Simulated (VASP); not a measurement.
# Al2P3 (P1) in VASP: single point with PBE

Aim: the single point of Al2P3 with PBE.

All numbers are computed with VASP 6.6.1; they aren't measurements. Logs are shortened: lines on timing, memory, paths and dates and some standing lists are left out, and cuts for length are marked.

## (1) The cell of the first run

The typed cell holds 10 atoms: a = 3.405 Å, b = 8.571 Å, c = 6.425 Å, α = 89.47°, β = 73.33°, γ = 87.25°.

## (2) Single point, PBE

INCAR reads:

```
PREC = Accurate
ENCUT = 520
EDIFF = 1E-6
ISMEAR = 0
SIGMA = 0.2
LREAL = F
LASPH = T
NELM = 60
ALGO = Normal
ISIF = 2
LWAVE = F
LCHARG = T
GGA = PE
LELF = T
LVHAR = T
NBANDS = 32
```

KPOINTS reads:

```
Automatic mesh
0
Gamma
  8 4 4
```

POSCAR reads:

```
Al2P3
1.0
    0.0821993380      0.4273296470      3.3771218414
    8.5681191277      0.0169683699      0.2035900044
    0.0218240619      6.3373633372      1.0558487704
Al P
4 6
Direct
    0.0122931088      0.7936033389      0.3114322149
   -0.0261985353      0.7074136406      0.7816709935
    0.0016710113      0.0977928411      0.7082325515
    0.2135180820      0.4203522012      0.1573415481
    0.0346710641      0.4672736879      0.5819318927
   -0.1488283766      0.0308894506      0.1173173450
    0.6847307115      0.6185076031      0.1406304319
    0.5340440765      0.8801184569      0.6549324505
    0.4543846704      0.3300954281      0.7588211564
    0.2397141873      0.1539533517      0.2876894155
```

Potentials or basis: VASP PAW PBE potentials, release 64 (Al, P).

Run with:

```
$ cat potpaw_PBE.64/Al/POTCAR potpaw_PBE.64/P/POTCAR > POTCAR
$ mpirun -np 1 vasp_std > vasp.out
```

OUTCAR:

```text
PREC = Accurate
   ENCUT = 520
   EDIFF = 1E-6
   ISMEAR = 0
   LREAL = F
   LASPH = T
   NELM = 60
   ISIF = 2
   GGA = PE

 ion  position               nearest neighbor table
   1  0.012  0.794  0.311-   7 2.37   8 2.43   6 2.50   7 2.64   2 3.07   4 3.34
   2  0.974  0.707  0.782-   8 2.36   7 2.37   5 2.40   8 2.42   1 3.07
   3  0.002  0.098  0.708-   8 2.49   6 2.59   8 2.60   9 2.62  10 2.64   9 2.65
   4  0.214  0.420  0.157-   7 2.37  10 2.43   7 2.44   9 2.57   5 2.65   1 3.34
   5  0.035  0.467  0.582-   9 2.34   9 2.34   2 2.40   4 2.65
   6  0.851  0.031  0.117-  10 2.25  10 2.27   1 2.50   3 2.59
   7  0.685  0.619  0.141-   1 2.37   2 2.37   4 2.37   4 2.44   1 2.64
   8  0.534  0.880  0.655-   2 2.36   2 2.42   1 2.43   3 2.49   3 2.60
   9  0.454  0.330  0.759-   5 2.34   5 2.34   4 2.57   3 2.62   3 2.65
  10  0.240  0.154  0.288-   6 2.25   6 2.27   4 2.43   3 2.64

  LATTYP: Found a triclinic cell.
 ALAT       =     3.4050432141
 B/A-ratio  =     1.8868348597
 C/A-ratio  =     2.5170177970
 COS(alpha) =     0.0092526672
 COS(beta)  =     0.0479418799
 COS(gamma) =     0.2868671052

  Lattice vectors:

 A1 = (  -0.0821993380,  -0.4273296470,  -3.3771218414)
 A2 = (  -0.0218240619,  -6.3373633372,  -1.0558487704)
 A3 = (  -8.5681191277,  -0.0169683699,  -0.2035900044)

Analysis of symmetry for initial positions (statically):
=====================================================================
 Subroutine PRICEL returns:
 Original cell was already a primitive cell.

 Routine SETGRP: Setting up the symmetry group for a
 triclinic supercell.

 Subroutine GETGRP returns: Found  1 space group operations
 (whereof  1 operations were pure point group operations)
 out of a pool of  2 trial point group operations.

The static configuration has the point symmetry C_1 .

Analysis of symmetry for dynamics (positions and initial velocities):
=====================================================================
 Subroutine PRICEL returns:
 Original cell was already a primitive cell.

 Routine SETGRP: Setting up the symmetry group for a
 triclinic supercell.

 Subroutine GETGRP returns: Found  1 space group operations
 (whereof  1 operations were pure point group operations)
 out of a pool of  2 trial point group operations.

The dynamic configuration has the point symmetry C_1 .

 Subroutine INISYM returns: Found  1 space group operations
 (whereof  1 operations are pure point group operations),
 and found     1 'primitive' translations

----------------------------------------------------------------------------------------

                                     Primitive cell

  volume of cell :     179.4055

  direct lattice vectors                    reciprocal lattice vectors
     0.082199338  0.427329647  3.377121841    -0.007091801 -0.050400888  0.302660308
     8.568119128  0.016968370  0.203590004     0.116779344  0.000072950 -0.002851647
     0.021824062  6.337363337  1.055848770     0.000165523  0.161192676 -0.020400808

  length of vectors
     3.405043214  8.570554370  6.424754235     0.306910093  0.116814179  0.162478612

  position of ions in fractional coordinates (direct lattice)
     0.012293109  0.793603339  0.311432215
     0.973801465  0.707413641  0.781670994
     0.001671011  0.097792841  0.708232551
     0.213518082  0.420352201  0.157341548
     0.034671064  0.467273688  0.581931893
     0.851171623  0.030889451  0.117317345
     0.684730712  0.618507603  0.140630432
     0.534044077  0.880118457  0.654932450
     0.454384670  0.330095428  0.758821156
     0.239714187  0.153953352  0.287689415

  ion indices of the primitive-cell ions
   primitive index   ion index
                 1           1
                 2           2
                 3           3
                 4           4
                 5           5
                 6           6
                 7           7
                 8           8
                 9           9
                10          10

----------------------------------------------------------------------------------------

 KPOINTS: Automatic mesh

Automatic generation of k-mesh.
 Grid dimensions read from file:
 generate k-points for:    8    4    4

 Generating k-lattice:

  Cartesian coordinates                     Fractional coordinates (reciprocal lattice)
    -0.000886475 -0.006300111  0.037832538     0.125000000  0.000000000 -0.000000000
     0.029194836  0.000018237 -0.000712912     0.000000000  0.250000000  0.000000000
     0.000041381  0.040298169 -0.005100202    -0.000000000 -0.000000000  0.250000000

  Length of vectors
     0.038363762  0.029203545  0.040619653

  Shift w.r.t. Gamma in fractional coordinates (k-lattice)
     0.000000000  0.000000000  0.000000000

 Subroutine IBZKPT returns following result:
 ===========================================

 Found     68 irreducible k-points:

 Following reciprocal coordinates:
            Coordinates               Weight
  0.000000  0.000000  0.000000      1.000000
  0.125000 -0.000000  0.000000      2.000000
  0.250000 -0.000000  0.000000      2.000000
  0.375000  0.000000  0.000000      2.000000
  0.500000 -0.000000  0.000000      1.000000
  0.000000  0.250000  0.000000      2.000000
[... 16 lines left out ...]
  0.500000  0.000000  0.250000      2.000000
 -0.375000  0.000000  0.250000      2.000000
 [... further k-points ...]
   k-points           NKPTS =     68   k-points in BZ     NKDIM =     68   number of bands    NBANDS=     32
   number of dos      NEDOS =    301   number of ions     NIONS =     10
   total plane-waves  NPLWV =  86016
   dimension x,y,z NGX =    28 NGY =   64 NGZ =   48
   dimension x,y,z NGXF=    56 NGYF=  128 NGZF=   96
   ions per type =               4   6
   NGX,Y,Z   is equivalent  to a cutoff of  13.67, 12.41, 12.42 a.u.
   NGXF,Y,Z  is equivalent  to a cutoff of  27.34, 24.83, 24.84 a.u.
 SYSTEM =  unknown system
   PREC   = accura    normal or accurate (medium, high low for compatibility)
   ISTART =      0    job   : 0-new  1-cont  2-samecut
   ICHARG =      2    charge: 1-file 2-atom 10-const
   ISPIN  =      1    spin polarized calculation?
   LNONCOLLINEAR =      F non collinear calculations
   LSORBIT =      F    spin-orbit coupling
   LASPH  =      T    aspherical Exc in radial PAW
   ENCUT  =  520.0 eV  38.22 Ry    6.18 a.u.   6.33 15.94 11.95*2*pi/ulx,y,z
   NELM   =     60;   NELMIN=  2; NELMDL= -5     # of ELM steps
   EDIFF  = 0.1E-05   stopping-criterion for ELM
   LREAL  =      F    real-space projection
   EDIFFG = 0.1E-04   stopping-criterion for IOM
   NSW    =      0    number of steps for IOM
   IBRION =     -1    ionic relax: 0-MD 1-quasi-New 2-CG
   NFREE  =      0    steps in history (QN), initial steepest desc. (CG)
   ISIF   =      2    stress and relaxation
   ISYM   =      2    0-nonsym 1-usesym 2-fastsym
   POTIM  = 0.5000    time-step for ionic-motion
   TEBEG  =    0.0;   TEEND  =   0.0 temperature during run
   PSTRESS=    0.0 pullay stress
   NELECT =      42.0000    total number of electrons
   NUPDOWN=      -1.0000    fix difference up-down
   EMIN   =  10.00;   EMAX   =-10.00  energy-range for DOS
   EFERMI =   0.00;   METHOD = LEGACY
   ISMEAR =     0;   SIGMA  =   0.20  broadening in eV -4-tet -1-fermi 0-gaus
   EFERMI_NEDOS =   21; number of points for ismear=-14 and -15
   IALGO  =     38    algorithm
   IMIX   =      4    mixing-type and parameters
     AMIX     =   0.40;   BMIX     =  1.00
     AMIX_MAG =   1.60;   BMIX_MAG =  1.00
  volume/ion in A,a.u.               =      17.94       121.07
  Fermi-wavevector in a.u.,A,eV,Ry     =   1.008973  1.906682 13.851080  1.018026
  Thomas-Fermi vector in A             =   2.141872
   LORBIT       =      0    0 simple, 1 ext, 2 COOP (PROOUT), +10 PAW based schemes
   GGA     = PE    functional components
   LHFCALC =     F    Hartree Fock is set to
   AEXX    =    0.0000 exact exchange contribution
   IVDW    =     0    specifies the selected vdW correction
   LEPSILON=     F    determine dielectric tensor
   LRPA    =     F    only Hartree local field effects (RPA)
 non-spin polarized calculation
 Gauss-broadening in eV      SIGMA  =   0.20
  energy-cutoff  :      520.00
  volume of cell :      179.41
 maximum number of plane-waves:      4857
 NGX is ok and might be reduce to    28
   NGX = 13   NGY = 31   NGZ = 23

 number of electron      41.9999999 magnetization

 Free energy of the ion-electron system (eV)
  ---------------------------------------------------
  ext. energy  EPLUGINS =         0.00000000
  ---------------------------------------------------
  free energy    TOTEN  =       -49.07352089 eV

  energy without entropy =      -49.03975457  energy(sigma->0) =      -49.05663773

 E-fermi :   7.3264     XC(G=0):  -9.9925

 val. band max:        7.3257885914   @ k =  -0.3750  -0.2500   0.2500
 cond. band min:       7.3316908902   @ k =  -0.2500   0.2500  -0.0000
 fundamental gap:      0.0059022988
 Fermi energy:         7.3264221546

 k-point     1 :       0.0000    0.0000    0.0000
  band No.  band energies     occupation
      1      -7.2306      2.00000
      2      -6.3394      2.00000
      3      -5.0968      2.00000
      4      -4.4566      2.00000
      5      -2.1117      2.00000
      6      -1.7900      2.00000
[... 24 lines left out ...]
     31      11.4068      0.00000
     32      11.6997      0.00000

 k-point     2 :       0.1250   -0.0000    0.0000
  band No.  band energies     occupation
      1      -7.0434      2.00000
      2      -6.1667      2.00000
      3      -4.9331      2.00000
      4      -4.3301      2.00000
      5      -2.0492      2.00000
      6      -1.7811      2.00000
[... 24 lines left out ...]
     31      11.4896      0.00000
     32      11.6817      0.00000
[... 733 lines left out ...]
     31      10.6161      0.00000
     32      12.0067      0.00000

 k-point    24 :      -0.3750    0.0000    0.2500
  band No.  band energies     occupation
      1      -5.4057      2.00000
      2      -4.9362      2.00000
      3      -3.7668      2.00000
      4      -3.6457      2.00000
      5      -3.1653      2.00000
      6      -2.5814      2.00000
[... 24 lines left out ...]
     31      11.2065      0.00000
     32      11.5913      0.00000

 [... further k-points ...]

------------------------ aborting loop because EDIFF is reached ----------------------------------------

  FORCE on cell =-STRESS in cart. coord.  units (eV):
  Direction    XX          YY          ZZ          XY          YZ          ZX
  --------------------------------------------------------------------------------------
  -------------------------------------------------------------------------------------
  Total       -0.0603003     -0.0388915     -0.2043113      0.0623370      0.0116576     -0.0163275
  in kB       -0.5385105     -0.3473195     -1.8245985      0.5566999      0.1041082     -0.1458122
  external PRESSURE =      -0.9034762 kB  Pullay stress =       0.0000000 kB

 VOLUME and BASIS-vectors are now :
 -----------------------------------------------------------------------------
  energy-cutoff  :      520.00
  volume of cell :      179.41
      direct lattice vectors                 reciprocal lattice vectors
     0.082199338  0.427329647  3.377121841    -0.007091801 -0.050400888  0.302660308
     8.568119128  0.016968370  0.203590004     0.116779344  0.000072950 -0.002851647
     0.021824062  6.337363337  1.055848770     0.000165523  0.161192676 -0.020400808

 POSITION                                       TOTAL-FORCE (eV/Angst)
 -----------------------------------------------------------------------------------
      6.80750      1.99238      0.53191        -0.009524     -0.002935     -0.008145
      6.15831      5.38187      4.25799        -0.005689      0.003532     -0.007952
      0.85349      4.49070      0.77334         0.000466      0.007497      0.001023
      3.62261      1.09551      0.97278         0.019315      0.000666      0.008615
      4.01921      3.71066      0.82665        -0.001101      0.046210     -0.003030
      0.33719      1.10774      3.00467         0.019202      0.047336      0.002808
      5.35880      1.19433      2.58683        -0.003321     -0.004583     -0.002453
      7.59915      4.39369      2.67422         0.001923     -0.005396     -0.006915
      2.88221      5.00870      2.40292         0.009751     -0.039815      0.008698
      1.34507      1.92824      1.14464        -0.031021     -0.052513      0.007350
 -----------------------------------------------------------------------------------
    total drift:                               -0.000222     -0.000120     -0.000127

  FREE ENERGIE OF THE ION-ELECTRON SYSTEM (eV)
  ---------------------------------------------------
  free  energy   TOTEN  =       -49.0735208907 eV

  energy  without entropy=      -49.0397545699  energy(sigma->0) =      -49.05663773
```

Wall time 3.6 min (1 thread of Intel Xeon Platinum 8488C (Sapphire Rapids), shared host); peak memory 0.45 GiB.

Results:

| Quantity | Value |
| --- | --- |
| Free energy | -49.0735 eV |
| Pressure | -0.1 GPa |
| Largest force | 0.061 eV/Å |
| Band gap on the k mesh | zero (bands 21 and 22 overlap by 1.62 eV) |

Forces on the atoms (eV/Å):
```
Al  -0.010 -0.003 -0.008
Al  -0.006  0.004 -0.008
Al   0.000  0.007  0.001
Al   0.019  0.001  0.009
P   -0.001  0.046 -0.003
P    0.019  0.047  0.003
P   -0.003 -0.005 -0.002
P    0.002 -0.005 -0.007
P    0.010 -0.040  0.009
P   -0.031 -0.053  0.007
```

Stress tensor (GPa, compression positive):
```
-0.05  0.06 -0.01
 0.06 -0.03  0.01
-0.01  0.01 -0.18
```
